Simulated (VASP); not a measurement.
# ZnS: single point with PBE

Crystal: ZnS.

```
Zn S
1.0
     3.88309    0.00000    0.00000
    -1.94154    3.36285    0.00000
     0.00000    0.00000    6.36782
Zn S
2 2
Cartesian
  0.0000 2.2419 0.0016
  1.9415 1.1210 3.1855
  0.0000 2.2419 2.3864
  1.9415 1.1210 5.5703
```

```yaml
Program: VASP 6.6.1
Task: single point
Functional: PBE
Potentials_or_basis: VASP PAW PBE potentials, release 64 (Zn, S)
Cutoff: 520 eV
k_mesh: 6 × 6 × 4
Occupations: gaussian, width 0.01 eV
Spin: no spin polarisation
Dipole_correction: no
Further_INCAR_settings: ALGO = Normal; EDIFF = 1e-06; NBANDS = 26
```

```yaml
Pressure: -1.8 GPa
Largest_force: 0.005 eV/Å
Band_gap_on_the_k_mesh: 1.95 eV
```

Forces in eV/Å, atoms in the order of the input:
```
Zn   0.000  0.000 -0.005
Zn   0.000  0.000 -0.005
S    0.000  0.000  0.005
S    0.000  0.000  0.005
```

Levels at points of the mesh, in eV from the valence-band top:
| k point | band 16 | band 17 | band 18 | band 19 | band 20 | band 21 |
| --- | --- | --- | --- | --- | --- | --- |
| (0.00, 0.00, 0.00) | -0.07 | 0.00 | 0.00 | 1.95 | 3.00 | 6.34 |
| (0.50, 0.00, 0.00) | -2.04 | -1.53 | -0.81 | 3.70 | 4.10 | 5.16 |
| (0.00, 0.00, 0.50) | -0.43 | -0.43 | -0.43 | 3.39 | 3.39 | 6.69 |
| (0.50, 0.00, 0.50) | -1.50 | -1.47 | -1.47 | 3.52 | 3.52 | 5.25 |

It took 86 s on 1 thread of Intel Xeon 8259CL (shared host), peak memory 0.21 GiB.
